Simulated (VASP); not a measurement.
# MgO (Cm) in VASP: a series of runs

Runs on MgO. Level: LDA. Tasks: single point.

Program: VASP 6.6.1. These are calculated values, not measurements. Logs are shortened: lines on timing, memory, paths and dates and some standing lists are left out, and cuts for length are marked.

**1. The cell of the first run**

The structure is monoclinic, space group Cm (No. 8). The conventional cell has a = 5.884 Å, b = 5.884 Å, c = 4.161 Å, α = 90.00°, β = 90.00°, γ = 90.00°. Within 2.6 Å of Mg (site symmetry m) lie 6 O at 1.82 to 2.43 Å and 3 Mg at 2.53 to 2.55 Å. Mg (site symmetry m) has 6 O at 2.08 Å and 1 Mg at 2.55 Å within 2.8 Å. Within 2.8 Å of Mg (site symmetry 1) lie 6 O at 2.08 Å and 1 Mg at 2.53 Å. O (site symmetry 1) has 6 Mg at 1.84 to 2.41 Å within 2.5 Å. Within 2.5 Å of O (site symmetry m) lie 6 Mg at 1.82 to 2.43 Å. O (site symmetry m) has 6 Mg at 2.08 Å within 2.8 Å.

**2. Single point, LDA (atom 1 (Mg) moved by -0.416 Å along [1 1 0] and -0.312 Å along [0 0 1])**

INCAR reads:

```
SYSTEM = MgO
PREC     = Accurate       ! precision mode
ENCUT    = 840            ! plane-wave cutoff, eV
EDIFF    = 1E-6           ! SCF threshold, eV
ISMEAR   = 0              ! smearing method
SIGMA    = 0.05           ! smearing width, eV
LREAL    = .False.        ! projectors in reciprocal space
LASPH    = .True.         ! aspherical terms in the spheres
NELM     = 120            ! most SCF steps
ALGO     = Normal         ! electronic algorithm
ISIF     = 2              ! what is computed and relaxed
LWAVE    = .False.        ! write WAVECAR
LCHARG   = .False.        ! write CHGCAR
NBANDS   = 42             ! bands
GGA_COMPAT= .False.
```

KPOINTS reads:

```
Automatic mesh
0
Gamma
  6 6 6
  0 0 0
```

POSCAR reads:

```
MgO
1.0
    4.1607146133      0.0000000000      0.0000000000
    0.0000000000     -4.1607146133      0.0000000000
    0.0000000000      0.0000000000     -4.1607146133
Mg O
4 4
Direct
   -0.0706985334      1.0706985334      1.0749871186
    0.5000000000      0.5000000000      1.0000000000
    0.5000000000      1.0000000000      0.5000000000
    0.0000000000      0.5000000000      0.5000000000
    0.5000000000      0.0000000000      0.0000000000
    0.0000000000      0.5000000000      0.0000000000
    0.0000000000      0.0000000000      0.5000000000
    0.5000000000      0.5000000000      0.5000000000
```

Potentials or basis: VASP PAW LDA potentials, release 64 (Mg_sv, O).

Run with:

```
> cat potpaw_LDA.64/Mg_sv/POTCAR potpaw_LDA.64/O/POTCAR > POTCAR
> mpirun -np 1 vasp_std > vasp.out
```

OUTCAR:

```text
SYSTEM = MgO
   PREC = Accurate
   ENCUT = 840
   EDIFF = 1E-6
   ISMEAR = 0
   LREAL = .False.
   LASPH = .True.
   NELM = 120
   ISIF = 2

 ion  position               nearest neighbor table
   1  0.929  0.071  0.075-   7 1.82   6 1.84   5 1.84
   2  0.500  0.500  0.000-   5 2.08   6 2.08   8 2.08   8 2.08   5 2.08   6 2.08
   3  0.500  0.000  0.500-   5 2.08   7 2.08   8 2.08   5 2.08   8 2.08   7 2.08
   4  0.000  0.500  0.500-   6 2.08   7 2.08   8 2.08   6 2.08   7 2.08   8 2.08
   5  0.500  0.000  0.000-   1 1.84   2 2.08   3 2.08   3 2.08   2 2.08
   6  0.000  0.500  0.000-   1 1.84   2 2.08   4 2.08   4 2.08   2 2.08
   7  0.000  0.000  0.500-   1 1.82   3 2.08   4 2.08   4 2.08   3 2.08
   8  0.500  0.500  0.500-   2 2.08   3 2.08   4 2.08   2 2.08   3 2.08   4 2.08

  LATTYP: Found a simple cubic cell.
 ALAT       =     4.1607146133

  Lattice vectors:

 A1 = (   4.1607146133,   0.0000000000,   0.0000000000)
 A2 = (   0.0000000000,  -4.1607146133,   0.0000000000)
 A3 = (   0.0000000000,   0.0000000000,  -4.1607146133)

Analysis of symmetry for initial positions (statically):
=====================================================================
 Subroutine PRICEL returns:
 Original cell was already a primitive cell.

 Routine SETGRP: Setting up the symmetry group for a
 simple cubic supercell.

 Subroutine GETGRP returns: Found  2 space group operations
 (whereof  2 operations were pure point group operations)
 out of a pool of 48 trial point group operations.

The static configuration has the point symmetry C_1h.

Analysis of symmetry for dynamics (positions and initial velocities):
=====================================================================
 Subroutine PRICEL returns:
 Original cell was already a primitive cell.

 Routine SETGRP: Setting up the symmetry group for a
 simple cubic supercell.

 Subroutine GETGRP returns: Found  2 space group operations
 (whereof  2 operations were pure point group operations)
 out of a pool of 48 trial point group operations.

The dynamic configuration has the point symmetry C_1h.

 Subroutine INISYM returns: Found  2 space group operations
 (whereof  2 operations are pure point group operations),
 and found     1 'primitive' translations

----------------------------------------------------------------------------------------

                                     Primitive cell

  volume of cell :      72.0284

  direct lattice vectors                    reciprocal lattice vectors
     4.160714613  0.000000000  0.000000000     0.240343329  0.000000000  0.000000000
     0.000000000 -4.160714613  0.000000000     0.000000000 -0.240343329  0.000000000
     0.000000000  0.000000000 -4.160714613     0.000000000  0.000000000 -0.240343329

  length of vectors
     4.160714613  4.160714613  4.160714613     0.240343329  0.240343329  0.240343329

  position of ions in fractional coordinates (direct lattice)
     0.929301467  0.070698533  0.074987119
     0.500000000  0.500000000  0.000000000
     0.500000000  0.000000000  0.500000000
     0.000000000  0.500000000  0.500000000
     0.500000000  0.000000000  0.000000000
     0.000000000  0.500000000  0.000000000
     0.000000000  0.000000000  0.500000000
     0.500000000  0.500000000  0.500000000

  ion indices of the primitive-cell ions
   primitive index   ion index
                 1           1
                 2           2
                 3           3
                 4           4
                 5           5
                 6           6
                 7           7
                 8           8

----------------------------------------------------------------------------------------

 KPOINTS: Automatic mesh

Automatic generation of k-mesh.
 Grid dimensions read from file:
 generate k-points for:    6    6    6

 Generating k-lattice:

  Cartesian coordinates                     Fractional coordinates (reciprocal lattice)
     0.040057221  0.000000000  0.000000000     0.166666667  0.000000000  0.000000000
     0.000000000 -0.040057221  0.000000000     0.000000000  0.166666667  0.000000000
     0.000000000  0.000000000 -0.040057221     0.000000000  0.000000000  0.166666667

  Length of vectors
     0.040057221  0.040057221  0.040057221

  Shift w.r.t. Gamma in fractional coordinates (k-lattice)
     0.000000000  0.000000000  0.000000000

 Subroutine IBZKPT returns following result:
 ===========================================

 Found     68 irreducible k-points:

 Following reciprocal coordinates:
            Coordinates               Weight
  0.000000  0.000000  0.000000      1.000000
  0.166667  0.000000  0.000000      4.000000
  0.000000  0.000000  0.166667      2.000000
  0.333333  0.000000  0.000000      4.000000
  0.000000  0.000000  0.333333      2.000000
  0.500000  0.000000  0.000000      2.000000
[... 16 lines left out ...]
  0.333333  0.000000  0.333333      4.000000
 -0.333333  0.333333  0.000000      2.000000
 [... further k-points ...]
   k-points           NKPTS =     68   k-points in BZ     NKDIM =     68   number of bands    NBANDS=     42
   number of dos      NEDOS =    301   number of ions     NIONS =      8
   total plane-waves  NPLWV =  64000
   dimension x,y,z NGX =    40 NGY =   40 NGZ =   40
   dimension x,y,z NGXF=    80 NGYF=   80 NGZF=   80
   ions per type =               4   4
   NGX,Y,Z   is equivalent  to a cutoff of  15.98, 15.98, 15.98 a.u.
   NGXF,Y,Z  is equivalent  to a cutoff of  31.96, 31.96, 31.96 a.u.
 SYSTEM =  MgO
   PREC   = accura    normal or accurate (medium, high low for compatibility)
   ISTART =      0    job   : 0-new  1-cont  2-samecut
   ICHARG =      2    charge: 1-file 2-atom 10-const
   ISPIN  =      1    spin polarized calculation?
   LNONCOLLINEAR =      F non collinear calculations
   LSORBIT =      F    spin-orbit coupling
   LASPH  =      T    aspherical Exc in radial PAW
   ENCUT  =  840.0 eV  61.74 Ry    7.86 a.u.   9.83  9.83  9.83*2*pi/ulx,y,z
   NELM   =    120;   NELMIN=  2; NELMDL= -5     # of ELM steps
   EDIFF  = 0.1E-05   stopping-criterion for ELM
   LREAL  =      F    real-space projection
   EDIFFG = 0.1E-04   stopping-criterion for IOM
   NSW    =      0    number of steps for IOM
   IBRION =     -1    ionic relax: 0-MD 1-quasi-New 2-CG
   NFREE  =      0    steps in history (QN), initial steepest desc. (CG)
   ISIF   =      2    stress and relaxation
   ISYM   =      2    0-nonsym 1-usesym 2-fastsym
   POTIM  = 0.5000    time-step for ionic-motion
   TEBEG  =    0.0;   TEEND  =   0.0 temperature during run
   PSTRESS=    0.0 pullay stress
   NELECT =      64.0000    total number of electrons
   NUPDOWN=      -1.0000    fix difference up-down
   EMIN   =  10.00;   EMAX   =-10.00  energy-range for DOS
   EFERMI =   0.00;   METHOD = LEGACY
   ISMEAR =     0;   SIGMA  =   0.05  broadening in eV -4-tet -1-fermi 0-gaus
   EFERMI_NEDOS =   21; number of points for ismear=-14 and -15
   IALGO  =     38    algorithm
   IMIX   =      4    mixing-type and parameters
     AMIX     =   0.40;   BMIX     =  1.00
     AMIX_MAG =   1.60;   BMIX_MAG =  1.00
  volume/ion in A,a.u.               =       9.00        60.76
  Fermi-wavevector in a.u.,A,eV,Ry     =   1.573863  2.974170 33.702235  2.477044
  Thomas-Fermi vector in A             =   2.675083
   LORBIT       =      0    0 simple, 1 ext, 2 COOP (PROOUT), +10 PAW based schemes
   GGA     = CA    functional components
   LHFCALC =     F    Hartree Fock is set to
   AEXX    =    0.0000 exact exchange contribution
   IVDW    =     0    specifies the selected vdW correction
   LEPSILON=     F    determine dielectric tensor
   LRPA    =     F    only Hartree local field effects (RPA)
 non-spin polarized calculation
 Gauss-broadening in eV      SIGMA  =   0.05
  energy-cutoff  :      840.00
  volume of cell :       72.03
 maximum number of plane-waves:      4012
   NGX = 19   NGY = 19   NGZ = 19

 number of electron      63.9999994 magnetization

 Free energy of the ion-electron system (eV)
  ---------------------------------------------------
  ext. energy  EPLUGINS =         0.00000000
  ---------------------------------------------------
  free energy    TOTEN  =       -51.46217584 eV

  energy without entropy =      -51.46217584  energy(sigma->0) =      -51.46217584

 E-fermi :   3.1308     XC(G=0): -12.0941

 val. band max:        2.8421123661   @ k =   0.0000   0.0000   0.0000
 cond. band min:       7.7782616463   @ k =   0.0000   0.0000   0.0000
 fundamental gap:      4.9361492802
 Fermi energy:         3.1308321917

 k-point     1 :       0.0000    0.0000    0.0000
  band No.  band energies     occupation
      1     -68.4996      2.00000
      2     -68.4900      2.00000
      3     -68.4784      2.00000
      4     -68.1798      2.00000
      5     -36.0599      2.00000
      6     -36.0326      2.00000
[... 34 lines left out ...]
     41      16.1169      0.00000
     42      16.1604      0.00000

 k-point     2 :       0.1667    0.0000    0.0000
  band No.  band energies     occupation
      1     -68.4989      2.00000
      2     -68.4907      2.00000
      3     -68.4787      2.00000
      4     -68.1799      2.00000
      5     -36.0567      2.00000
      6     -36.0298      2.00000
[... 34 lines left out ...]
     41      15.9679      0.00000
     42      16.1614      0.00000

 k-point     3 :       0.0000    0.0000    0.1667
  band No.  band energies     occupation
      1     -68.4992      2.00000
      2     -68.4902      2.00000
      3     -68.4789      2.00000
      4     -68.1799      2.00000
      5     -36.0571      2.00000
      6     -36.0312      2.00000
[... 897 lines left out ...]
      4     -68.1802      2.00000
      5     -36.0433      2.00000
      6     -36.0324      2.00000
[... 34 lines left out ...]
     41      15.3640      0.00000
     42      16.0545      0.00000

 k-point    24 :      -0.3333    0.3333    0.0000
  band No.  band energies     occupation
      1     -68.4957      2.00000
      2     -68.4932      2.00000
      3     -68.4796      2.00000
      4     -68.1802      2.00000
      5     -36.0559      2.00000
      6     -36.0267      2.00000
[... 34 lines left out ...]
     41      15.4284      0.00000
     42      16.1742      0.00000

 [... further k-points ...]

------------------------ aborting loop because EDIFF is reached ----------------------------------------

  FORCE on cell =-STRESS in cart. coord.  units (eV):
  Direction    XX          YY          ZZ          XY          YZ          ZX
  --------------------------------------------------------------------------------------
  -------------------------------------------------------------------------------------
  Total        3.7409459      3.7409459      4.2226735     -0.4521228     -0.5149224     -0.5149223
  in kB       83.2124330     83.2124330     93.9278314    -10.0568784    -11.4537742    -11.4537704
  external PRESSURE =      86.7842325 kB  Pullay stress =       0.0000000 kB

 VOLUME and BASIS-vectors are now :
 -----------------------------------------------------------------------------
  energy-cutoff  :      840.00
  volume of cell :       72.03
      direct lattice vectors                 reciprocal lattice vectors
     4.160714613  0.000000000  0.000000000     0.240343329  0.000000000  0.000000000
     0.000000000 -4.160714613  0.000000000     0.000000000 -0.240343329  0.000000000
     0.000000000  0.000000000 -4.160714613     0.000000000  0.000000000 -0.240343329

 POSITION                                       TOTAL-FORCE (eV/Angst)
 -----------------------------------------------------------------------------------
      3.86656     -0.29416     -0.31200         3.138065      3.138065      3.550600
      2.08036     -2.08036      0.00000        -0.931789     -0.931789      0.331874
      2.08036      0.00000     -2.08036        -0.959009      0.320708     -0.995540
      0.00000     -2.08036     -2.08036         0.320708     -0.959009     -0.995540
      2.08036      0.00000      0.00000        -1.284834     -0.227612     -0.244503
      0.00000     -2.08036      0.00000        -0.227612     -1.284834     -0.244503
      0.00000      0.00000     -2.08036        -0.184173     -0.184173     -1.535561
      2.08036     -2.08036     -2.08036         0.128644      0.128644      0.133172
 -----------------------------------------------------------------------------------
    total drift:                                0.000507      0.000507      0.000386

  FREE ENERGIE OF THE ION-ELECTRON SYSTEM (eV)
  ---------------------------------------------------
  free  energy   TOTEN  =       -51.4621758381 eV

  energy  without entropy=      -51.4621758381  energy(sigma->0) =      -51.46217584
```

Wall time 4.7 min (1 thread of Intel Xeon Platinum 8259CL at 2.50GHz (Skylake/Cascade Lake), shared host); peak memory 0.4 GiB.

What came out:

* Free energy: -51.4622 eV
* Pressure: 8.7 GPa
* Largest force: 5.683 eV/Å
* Band gap on the k mesh: 4.94 eV

Forces in eV/Å, atoms in the order of the input:
```
Mg   3.138  3.138  3.551
Mg  -0.932 -0.932  0.332
Mg  -0.959  0.321 -0.996
Mg   0.321 -0.959 -0.996
O   -1.285 -0.228 -0.245
O   -0.228 -1.285 -0.245
O   -0.184 -0.184 -1.536
O    0.129  0.129  0.133
```

Stress tensor (GPa, compression positive):
```
 8.32 -1.01 -1.15
-1.01  8.32 -1.15
-1.15 -1.15  9.39
```

Caveat: the cell differs from its parent crystal (atom 1 (Mg) moved by -0.416 Å along [1 1 0] and -0.312 Å along [0 0 1]); the cell stands under pressure; forces of over 1 eV/Å act on the atoms, so gaps and moduli don't describe the material at rest.

**3. Single point, LDA (atom 1 (Mg) moved by -0.312 Å along [1 1 0] and -0.208 Å along [0 0 1])**

INCAR reads:

```
PREC = Accurate ; ENCUT = 840
EDIFF = 1E-6 ; ISMEAR = 0
SIGMA = 0.05 ; LREAL = False
LASPH = True ; NELM = 120
ALGO = Normal ; ISIF = 2
LWAVE = False ; LCHARG = True
LELF = True ; LVHAR = True
NBANDS = 42 ; GGA_COMPAT = False
```

KPOINTS reads:

```
Automatic mesh
0
Gamma
  6 6 6
```

POSCAR, as its differences from that of step 2:

```diff
@@ -8,3 +8,3 @@
 Direct
-   -0.0706985334      1.0706985334      1.0749871186
+   -0.0530239000      1.0530239000      1.0499914124
     0.5000000000      0.5000000000      1.0000000000
```

Potentials or basis: VASP PAW LDA potentials, release 64 (Mg_sv, O).

Run with:

```
> cat potpaw_LDA.64/Mg_sv/POTCAR potpaw_LDA.64/O/POTCAR > POTCAR
> mpirun -np 1 vasp_std > vasp.out
```

OUTCAR:

```text
PREC = Accurate
   ENCUT = 840
   EDIFF = 1E-6
   ISMEAR = 0
   LREAL = False
   LASPH = True
   NELM = 120
   ISIF = 2

 ion  position               nearest neighbor table
   1  0.947  0.053  0.050-   5 1.88   6 1.88   7 1.90
   2  0.500  0.500  0.000-   5 2.08   6 2.08   8 2.08   8 2.08   5 2.08   6 2.08
   3  0.500  0.000  0.500-   5 2.08   7 2.08   8 2.08   5 2.08   8 2.08   7 2.08
   4  0.000  0.500  0.500-   6 2.08   7 2.08   8 2.08   6 2.08   7 2.08   8 2.08
   5  0.500  0.000  0.000-   1 1.88   2 2.08   3 2.08   3 2.08   2 2.08
   6  0.000  0.500  0.000-   1 1.88   2 2.08   4 2.08   4 2.08   2 2.08
   7  0.000  0.000  0.500-   1 1.90   3 2.08   4 2.08   4 2.08   3 2.08
   8  0.500  0.500  0.500-   2 2.08   3 2.08   4 2.08   2 2.08   3 2.08   4 2.08
[... 1292 lines left out ...]
  in kB       50.6459796     50.6459796     45.3341446     -4.3105358     -3.8766310     -3.8766337
  external PRESSURE =      48.8753679 kB  Pullay stress =       0.0000000 kB

 VOLUME and BASIS-vectors are now :
 -----------------------------------------------------------------------------
  energy-cutoff  :      840.00
  volume of cell :       72.03
      direct lattice vectors                 reciprocal lattice vectors
     4.160714613  0.000000000  0.000000000     0.240343329  0.000000000  0.000000000
     0.000000000 -4.160714613  0.000000000     0.000000000 -0.240343329  0.000000000
     0.000000000  0.000000000 -4.160714613     0.000000000  0.000000000 -0.240343329

 POSITION                                       TOTAL-FORCE (eV/Angst)
 -----------------------------------------------------------------------------------
      3.94010     -0.22062     -0.20800         2.434294      2.434294      2.222620
      2.08036     -2.08036      0.00000        -0.661538     -0.661538      0.199664
      2.08036      0.00000     -2.08036        -0.651492      0.209179     -0.621516
      0.00000     -2.08036     -2.08036         0.209179     -0.651492     -0.621516
      2.08036      0.00000      0.00000        -0.920612     -0.238192     -0.223576
      0.00000     -2.08036      0.00000        -0.238192     -0.920612     -0.223576
      0.00000      0.00000     -2.08036        -0.252079     -0.252079     -0.808865
      2.08036     -2.08036     -2.08036         0.080442      0.080442      0.076764
 -----------------------------------------------------------------------------------
    total drift:                               -0.000244     -0.000244      0.000126

  FREE ENERGIE OF THE ION-ELECTRON SYSTEM (eV)
  ---------------------------------------------------
  free  energy   TOTEN  =       -52.1722334779 eV

  energy  without entropy=      -52.1722334779  energy(sigma->0) =      -52.17223348
```

stdout:

```text
POSCAR found type information on POSCAR MgO
 POSCAR found :  2 types and       8 ions
 scaLAPACK will be used
 LDA part: xc-table for (Slater(with rela. corr.)+CA(PZ))
 , standard interpolation
 POSCAR, INCAR and KPOINTS ok, starting setup
 FFT: planning ... GRIDC
 FFT: planning ... GRID_SOFT
 FFT: planning ... GRID
 WAVECAR not read
 entering main loop
```

Run time: 4 min. Hardware: 1 thread of AMD EPYC 7R13 (Zen 3), shared host; peak memory 0.37 GiB.

What came out:

| Property | Result |
| --- | --- |
| Free energy | -52.1722 eV |
| Pressure | 4.9 GPa |
| Largest force | 4.098 eV/Å |
| Band gap on the k mesh | 4.99 eV |

Forces in eV/Å, atoms in the order of the input:
```
Mg   2.434  2.434  2.223
Mg  -0.662 -0.662  0.200
Mg  -0.651  0.209 -0.622
Mg   0.209 -0.651 -0.622
O   -0.921 -0.238 -0.224
O   -0.238 -0.921 -0.224
O   -0.252 -0.252 -0.809
O    0.080  0.080  0.077
```

Stress tensor (GPa, compression positive):
```
 5.06 -0.43 -0.39
-0.43  5.06 -0.39
-0.39 -0.39  4.53
```

Caveat: the cell differs from its parent crystal (atom 1 (Mg) moved by -0.312 Å along [1 1 0] and -0.208 Å along [0 0 1]); the cell stands under pressure; forces of over 1 eV/Å act on the atoms, so gaps and moduli don't describe the material at rest.

(Continued in part 2 of 2.)
